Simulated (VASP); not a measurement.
Li4Si: single point with PBE

Crystal: Li4Si.

```
CELL_PARAMETERS angstrom
4.62099 0.00000 0.00000
0.00000 4.62099 0.00000
0.00000 0.00000 6.84822
ATOMIC_POSITIONS crystal
Li 0.27007 0.27007 0.16716
Li 0.72993 0.72993 0.16716
Li 0.72993 0.27007 0.66716
Li 0.27007 0.72993 0.66716
Li 0.72993 0.27007 0.33284
Li 0.27007 0.72993 0.33284
Li 0.27007 0.27007 0.83284
Li 0.72993 0.72993 0.83284
Si 0.00000 0.00000 0.25000
Si 0.00000 0.00000 0.75000
```

The cell was generated, and may not be a known phase.

```json
{
 "Program": "VASP 6.6.1",
 "Task": "single point",
 "Functional": "PBE",
 "Potentials or basis": "VASP PAW PBE potentials, release 64 (Li_sv, Si)",
 "Cutoff": "520 eV",
 "k mesh": "4 × 4 × 4",
 "Occupations": "gaussian, width 0.1 eV",
 "Spin": "no spin polarisation",
 "Dipole correction": "no",
 "Further INCAR settings": "ALGO = Normal; EDIFF = 1e-06; NBANDS = 27"
}
```

```
Largest force          : 4.781 eV/Å
Band gap on the k mesh : zero (bands 16 and 17 overlap by 0.46 eV)
```

Forces in eV/Å, atoms in the order of the input:
```
Li   3.169  3.169 -1.665
Li  -3.169 -3.169 -1.665
Li  -3.169  3.169 -1.665
Li   3.169 -3.169 -1.665
Li  -3.169  3.169  1.665
Li   3.169 -3.169  1.665
Li   3.169  3.169  1.665
Li  -3.169 -3.169  1.665
Si   0.000  0.000  0.000
Si   0.000  0.000  0.000
```

Levels at points of the mesh, in eV from the Fermi level:
```csv
k point,band 14,band 15,band 16,band 17,band 18,band 19
"(0.00, 0.00, 0.00)",-0.79,-0.41,0.25,0.25,0.62,1.42
"(0.50, 0.00, 0.00)",-1.49,-0.36,0.11,0.26,0.39,1.59
"(0.50, 0.50, 0.00)",-1.49,-1.49,-0.76,0.62,1.04,1.04
"(0.00, 0.00, 0.50)",-0.52,-0.51,-0.51,-0.21,-0.21,0.27
"(0.50, 0.00, 0.50)",-1.09,-0.65,-0.65,0.44,0.44,1.01
"(0.50, 0.50, 0.50)",-2.05,-1.22,-1.22,-0.03,-0.03,2.12
```

It took 56 s on 1 thread of Intel(R) Xeon(R) Platinum 8259CL CPU @ 2.50GHz (Skylake/Cascade Lake), with other jobs on the host, peak memory 0.26 GiB.

Caveat: forces of over 1 eV/Å act on the atoms, so gaps and moduli don't describe the material at rest.
